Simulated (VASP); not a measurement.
A run of VASP 6.6.1 is set up as follows.

INCAR

```
SYSTEM = C
ALGO     = Normal         ! electronic algorithm
EDIFF    = 1E-6           ! SCF threshold, eV
ENCUT    = 520            ! plane-wave cutoff, eV
GGA      = PE             ! functional
ISIF     = 2              ! what is computed and relaxed
ISMEAR   = 0              ! smearing method
LASPH    = .True.         ! aspherical terms in the spheres
LCHARG   = .False.        ! write CHGCAR
LREAL    = .False.        ! projectors in reciprocal space
LWAVE    = .False.        ! write WAVECAR
NBANDS   = 11             ! bands
NELM     = 80             ! most SCF steps
PREC     = Accurate       ! precision mode
SIGMA    = 0.05           ! smearing width, eV
```

File KPOINTS:

```
k-points
0
Gamma
  12 12 12
  0 0 0
```

File POSCAR:

```
C
1.0
    0.0000000000      1.8303809705      1.8303809705
    1.8303809705      0.0000000000      1.8303809705
    1.8303809705      1.8303809705      0.0000000000
C
2
Direct
    0.5000000000      0.5000000000      0.5000000000
    0.7500000000      0.7500000000      0.7500000000
```

Potentials or basis: VASP PAW PBE potentials, release 64 (C).

The run is started by

```sh
$ cat potpaw_PBE.64/C/POTCAR > POTCAR
$ mpirun -np 1 vasp_std > vasp.out
```

Q: Predict the band gap on the k mesh.

A: 3.98 eV, indirect (least direct gap 5.38 eV).

Q: Predict the pressure.

A: -27.5 GPa.

Caveat: the cell differs from its parent crystal (strain +0.025 along x and y, +0.025 along z). A k mesh can miss the band edges.
